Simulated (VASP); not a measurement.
Input of a VASP 6.6.1 run:

The input INCAR:

```
PREC = Accurate
ENCUT = 600
EDIFF = 1E-6
ISMEAR = 0
SIGMA = 0.1
LREAL = F
LASPH = T
NELM = 200
ALGO = Normal
ISIF = 2
LWAVE = F
LCHARG = F
ISPIN = 2
MAGMOM = 0 0.6
LORBIT = 11
LMAXMIX = 4
GGA = PE
IVDW = 12
NBANDS = 26
GGA_COMPAT = F
```

The input KPOINTS:

```
regular mesh
0
Gamma
  6 6 6
```

POSCAR

```
TiCo
1.0
    3.0308794977     -0.0651841207     -0.0275424862
   -0.0651841207      2.9431817138     -0.0909927440
   -0.0275424862     -0.0909927440      3.0850039898
Ti Co
1 1
Direct
    0.0000000000      0.0000000000      0.0000000000
    0.5000000000      0.5000000000      0.5000000000
```

Potentials or basis: VASP PAW PBE potentials, release 64 (Ti_sv, Co_sv).

Run with:

```console
$ cat potpaw_PBE.64/Ti_sv/POTCAR potpaw_PBE.64/Co_sv/POTCAR > POTCAR
$ mpirun -np 1 vasp_std > vasp.out
```

Task: Estimate the dispersion energy per atom.

Result: -0.521 eV.

Task: Predict the pressure.

Result: -13.8 GPa.

Task: Predict the net moment.

Result: 0.56 μB per cell.

Task: Predict the site moments.

Result: Ti -0.08; Co +0.69 μB.

Stress tensor (GPa, compression positive):
```
-15.16   2.97   1.52
  2.97 -11.49   3.92
  1.52   3.92 -14.72
```

Caveat: pairwise dispersion overbinds metals, which lowers pressure and volume.
